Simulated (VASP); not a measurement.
Si16C15 (a cell with a defect), 31 atoms in the cell. The cell holds a defect, 31 atoms: a = 6.117 Å, b = 6.117 Å, c = 10.012 Å, α = 90.00°, β = 90.00°, γ = 120.00°.  This cell differs from its parent crystal: atoms taken out, then relaxed in part.

```yaml
Program: VASP 6.6.1
Task: single point
Functional: LDA
Potentials_or_basis: VASP PAW LDA potentials, release 64 (Si, C)
Cutoff: 520 eV
k_mesh: 2 × 2 × 2
Occupations: gaussian, width 0.01 eV
Spin: collinear spin
Starting_moments: "[0.25, 0.0, 0.0, 0.0, 0.0, 0.0, 0.0, 0.0, 0.25, 0.25, 0.0, 0.25, 0.0, 0.0, 0.0, 0.0, 0.0, 0.0, 0.0, 0.0, 0.0, 0.0, 0.0, 0.0, 0.0, 0.0, 0.0, 0.0, 0.0, 0.0, 0.0] μB"
Dipole_correction: no
Charge: -1
Further_INCAR_settings: LREAL = Auto; ALGO = Normal; EDIFF = 1e-06; NBANDS = 87; NELECT = 125.0
```

Potentials or basis: VASP PAW LDA potentials, release 64 (Si, C).

Command:

```sh
$ cat potpaw_LDA.64/Si/POTCAR potpaw_LDA.64/C/POTCAR > POTCAR
$ mpirun -np 1 vasp_std > vasp.out
```

Hardware: 1 thread of Oxide Virtual Turin-like Processor (shared host).

Task: How long does it take, and how much memory?

Result: Wall time 20 min on 1 thread of Oxide Virtual Turin-like Processor, with other jobs on the host, peak memory 0.49 GiB. Counts: scf iterations 14, k points 8.
